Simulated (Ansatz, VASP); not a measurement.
**One calculation of Ir, two programs**

File INCAR:

```
SYSTEM = Ir
  PREC = Accurate
  ENCUT = 520
  EDIFF = 1E-6
  ISMEAR = 0
  SIGMA = 0.15
  LREAL = .FALSE.
  LASPH = .TRUE.
  NELM = 60
  ALGO = Fast
  ISIF = 2
  LWAVE = .FALSE.
  LCHARG = .TRUE.
  GGA = PE
  LELF = .TRUE.
  LVHAR = .TRUE.
  NBANDS = 10
```

Contents of KPOINTS:

```
Automatic mesh
0
G
  22 22 22
  0 0 0
```

Contents of POSCAR:

```
Ir
1.0
    0.0000000000      1.8717075000      1.8237150000
    1.8717075000      0.0000000000      1.8237150000
    1.8717075000      1.8717075000      0.0000000000
Ir
1
Direct
    0.0000000000      0.0000000000      0.0000000000
```

Input for Ansatz:

```yaml
crystal:
  lattice:
    - [0.0, 1.8717075, 1.823715]
    - [1.8717075, 0.0, 1.823715]
    - [1.8717075, 1.8717075, 0.0]
  atoms:
    - { symbol: Ir, position: [0.0, 0.0, 0.0] }
basis:
  ecutwfc: 420
kpoints:
  mp_grid: { grid: [22, 22, 22] }
hamiltonian:
  xc: pbe
scf:
  occupations: { method: gaussian, width: 0.15 }
output:
  forces: true
  stress: true
  eigenvalues: true
  write_density: true
  write_potential: true
  elf: true
  volumetric_format: npy
```

Change from the starting cell: strain -0.025 along x and y, -0.050 along z, atoms carried along.

Alike in both runs: task single point; functional PBE; k mesh 22 × 22 × 22; occupations gaussian, width 0.15 eV; no spin polarisation.

|  | VASP | Ansatz |
| --- | --- | --- |
| version | VASP 6.6.1 | Ansatz 0.2.0 |
| potentials or method | VASP PAW PBE potentials, release 64 (Ir), cutoff 520 eV | scalar-relativistic, plane waves, PAW |
| valence electrons in the cell | 9 | 17 |

|  | VASP | Ansatz | Ansatz less VASP |
| --- | --- | --- | --- |
| gap on the k mesh at the Fermi level (eV) | none | none | - |
| pressure (GPa) | 62.0 | 60.7 | -1.30 |
| traceless stress, the component that is largest in VASP (GPa) | 8.37 | 8.39 | +0.021 |

A gap of «none» marks a metal or a gap that the smearing closes. Both programs put the cell under a high pressure, so it lies far from rest at this level. The functional is the same, so the differences come from potentials, cutoffs and numerics. VASP's potentials hold 9 valence electrons a cell and Ansatz's 17, so a difference there can come from the potentials and not from the codes.

Spin-orbit coupling is off throughout. Noted on VASP's run: the cell as given lies far from equilibrium.
